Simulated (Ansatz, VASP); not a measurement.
## Ba2ZnP2: VASP beside Ansatz

File INCAR:

```
PREC = Accurate
ENCUT = 600
EDIFF = 1E-6
ISMEAR = 0
SIGMA = 0.2
LREAL = False
LASPH = True
NELM = 100
ALGO = Normal
ISIF = 3
LWAVE = False
LCHARG = False
GGA = PE
IBRION = 2
NSW = 36
EDIFFG = -0.08
```

File KPOINTS:

```
regular mesh
0
Gamma
  3 3 2
```

Contents of POSCAR:

```
Ba2ZnP2
1.0
    5.4351447500      0.0000000000      0.0000000000
    0.0000000000      5.4351447500      0.0000000000
    0.0000000000      0.0000000000      8.5828674300
Ba Zn P
4 2 4
Direct
    0.7670886100      0.7670886100      0.5000000000
    0.2329113900      0.2329113900      0.5000000000
    0.7670886100      0.2329113900      0.0000000000
    0.2329113900      0.7670886100      0.0000000000
    0.5000000000      0.5000000000      0.7500000000
    0.5000000000      0.5000000000      0.2500000000
    0.2349110100      0.2349110100      0.0000000000
    0.7650889900      0.7650889900      0.0000000000
    0.2349110100      0.7650889900      0.5000000000
    0.7650889900      0.2349110100      0.5000000000
```

Input for Ansatz:

```yaml
crystal:
  lattice:
    - [5.43514475, 0.0, 0.0]
    - [0.0, 5.43514475, 0.0]
    - [0.0, 0.0, 8.58286743]
  atoms:
    - { symbol: Ba, position: [0.76708861, 0.76708861, 0.5] }
    - { symbol: Ba, position: [0.23291139, 0.23291139, 0.5] }
    - { symbol: Ba, position: [0.76708861, 0.23291139, 0.0] }
    - { symbol: Ba, position: [0.23291139, 0.76708861, 0.0] }
    - { symbol: Zn, position: [0.5, 0.5, 0.75] }
    - { symbol: Zn, position: [0.5, 0.5, 0.25] }
    - { symbol: P, position: [0.23491101, 0.23491101, 0.0] }
    - { symbol: P, position: [0.76508899, 0.76508899, 0.0] }
    - { symbol: P, position: [0.23491101, 0.76508899, 0.5] }
    - { symbol: P, position: [0.76508899, 0.23491101, 0.5] }
basis:
  ecutwfc: 420
kpoints:
  mp_grid: { grid: [3, 3, 2] }
hamiltonian:
  xc: pbe
scf:
  occupations: { method: gaussian, width: 0.2 }
  lower_state_search: "off"
output:
  forces: true
  stress: true
  eigenvalues: true
relax:
  adjacent_minimum: "off"
  f_tol: 0.08
  max_steps: 16
  cell: { stress_tol: 0.8 }
```

Alike in both runs: task relaxation of cell and atoms; functional PBE; k mesh 3 × 3 × 2; occupations gaussian, width 0.2 eV; no spin polarisation.

```csv
,VASP,Ansatz
version,VASP 6.6.1,Ansatz 0.2.0
potentials or method,"VASP PAW PBE potentials, release 64 (Ba_sv, Zn, P), cutoff 600 eV","scalar-relativistic, plane waves, PAW"
valence electrons in the cell,84,84
```

Ansatz gave:

```
gap on the k mesh at the Fermi level, each at its own relaxed structure (eV) : 0.79
relaxed volume (Å³/atom)                                                     : 29.25
relaxed cell length with the largest relative difference (Å)                 : 6.741
```

Task: Estimate VASP's values.

Result: gap on the k mesh at the Fermi level, each at its own relaxed structure (eV): 0.70; relaxed volume (Å³/atom): 29.62; relaxed cell length with the largest relative difference (Å): 6.788.

Spin-orbit coupling is off throughout. Noted on VASP's run: the volume moved by over 15 % at a fixed basis, so the end points are rough.
